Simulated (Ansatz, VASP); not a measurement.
**Two plane-wave programs on BeS5**

The input INCAR:

```
ALGO = Normal
EDIFF = 1E-7
EDIFFG = -0.04
ENCUT = 600
GGA = PE
IBRION = 2
ISIF = 3
ISMEAR = 0
LASPH = T
LCHARG = F
LREAL = F
LWAVE = F
NELM = 100
NSW = 90
PREC = Accurate
SIGMA = 0.1
```

File KPOINTS:

```
k-points
0
Gamma
  4 4 4
```

POSCAR

```
BeS5
1.0
    0.0000000000      4.0918116900      4.0918116900
    4.0918116900      0.0000000000      4.0918116900
    4.0918116900      4.0918116900      0.0000000000
Be S
1 5
Direct
    0.0000000000      0.0000000000      0.0000000000
    0.2500000000      0.2500000000      0.2500000000
    0.1295901500      0.6234699500      0.6234699500
    0.6234699500      0.6234699500      0.6234699500
    0.6234699500      0.6234699500      0.1295901500
    0.6234699500      0.1295901500      0.6234699500
```

Input for Ansatz:

```yaml
crystal:
  lattice:
    - [0.0, 4.09181169, 4.09181169]
    - [4.09181169, 0.0, 4.09181169]
    - [4.09181169, 4.09181169, 0.0]
  atoms:
    - { symbol: Be, position: [0.0, 0.0, 0.0] }
    - { symbol: S, position: [0.25, 0.25, 0.25] }
    - { symbol: S, position: [0.12959015, 0.62346995, 0.62346995] }
    - { symbol: S, position: [0.62346995, 0.62346995, 0.62346995] }
    - { symbol: S, position: [0.62346995, 0.62346995, 0.12959015] }
    - { symbol: S, position: [0.62346995, 0.12959015, 0.62346995] }
basis:
  ecutwfc: 420
kpoints:
  mp_grid: { grid: [4, 4, 4] }
hamiltonian:
  xc: pbe
scf:
  occupations: { method: gaussian, width: 0.1 }
  lower_state_search: "off"
output:
  forces: true
  stress: true
  eigenvalues: true
relax:
  adjacent_minimum: "off"
  f_tol: 0.04
  max_steps: 70
  cell: { stress_tol: 0.4 }
```

Change from the starting cell: species swapped into the ZrNi5 type (F-43m, No. 216).

Alike in both runs: task relaxation of cell and atoms; functional PBE; k mesh 4 × 4 × 4; occupations gaussian, width 0.1 eV; no spin polarisation.

|  | VASP | Ansatz |
| --- | --- | --- |
| version | VASP 6.6.1 | Ansatz 0.2.0 |
| potentials or method | VASP PAW PBE potentials, release 64 (Be, S), cutoff 600 eV | scalar-relativistic, plane waves, PAW |
| valence electrons in the cell | 32 | 32 |

|  | VASP | Ansatz | Ansatz less VASP |
| --- | --- | --- | --- |
| gap on the k mesh at the Fermi level, each at its own relaxed structure (eV) | none | none | - |
| relaxed volume (Å³/atom) | 17.62 | 16.78 | -0.840 |
| relaxed cell length with the largest relative difference (Å) | 5.308 | 5.222 | -0.0857 |

A gap of «none» marks a metal or a gap that the smearing closes.

Noted on VASP's run: the volume moved by over 15 % at a fixed basis, so the end points are rough.
